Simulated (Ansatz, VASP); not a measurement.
**One calculation of MgB2, two programs**

The input INCAR:

```
  ALGO = Normal
  EDIFF = 1E-7
  EDIFFG = -0.001
  ENCUT = 600
  GGA = PS
  IBRION = 2
  ISIF = 3
  ISMEAR = -1
  LASPH = True
  LCHARG = False
  LREAL = False
  LWAVE = False
  NELM = 100
  NSW = 80
  PREC = Accurate
  SIGMA = 0.15
```

KPOINTS

```
k-points
0
Gamma
  15 15 12
```

The input POSCAR:

```
MgB2
1.0
    3.0616909799      0.0000000000      0.0000000000
   -1.5308454900      2.6515021671      0.0000000000
    0.0000000000      0.0000000000      3.5044564399
Mg B
1 2
Direct
    0.0000000000      0.0000000000      0.0000000000
    0.3333333333      0.6666666667      0.5000000000
    0.6666666667      0.3333333333      0.5000000000
```

Input for Ansatz:

```yaml
crystal:
  lattice:
    - [3.0616909799, 0.0, 0.0]
    - [-1.53084549, 2.6515021671, 0.0]
    - [0.0, 0.0, 3.5044564399]
  atoms:
    - { symbol: Mg, position: [0.0, 0.0, 0.0] }
    - { symbol: B, position: [0.3333333333, 0.6666666667, 0.5] }
    - { symbol: B, position: [0.6666666667, 0.3333333333, 0.5] }
basis:
  ecutwfc: 420
kpoints:
  mp_grid: { grid: [15, 15, 12] }
hamiltonian:
  xc: pbesol
scf:
  occupations: { method: fermi_dirac, width: 0.15 }
output:
  forces: true
  stress: true
  eigenvalues: true
  write_density: true
  write_potential: true
  elf: true
  volumetric_format: npy
relax:
  adjacent_minimum: "off"
  f_tol: 0.001
  max_steps: 60
  cell: { stress_tol: 0.01 }
```

Alike in both runs: task relaxation of cell and atoms; functional PBEsol; k mesh 15 × 15 × 12; occupations fermi-dirac, width 0.15 eV; no spin polarisation.

|  | VASP | Ansatz |
| --- | --- | --- |
| version | VASP 6.6.1 | Ansatz 0.2.0 |
| potentials or method | VASP PAW PBE potentials, release 64 (Mg, B), cutoff 600 eV | scalar-relativistic, plane waves, PAW |
| valence electrons in the cell | 8 | 16 |

```csv
,VASP,Ansatz,Ansatz less VASP
"gap on the k mesh at the Fermi level, each at its own relaxed structure (eV)",none,none,-
relaxed volume (Å³/atom),9.48,9.48,+0.003
relaxed length of the cell vector where the two differ most in proportion (Å),3.496,3.498,+0.0022
```

VASP's potentials were made for PBE, not for PBEsol. A gap of «none» marks a metal or a gap that the smearing closes. VASP's potentials hold 8 valence electrons a cell and Ansatz's 16, so a difference there can come from the potentials and not from the codes.
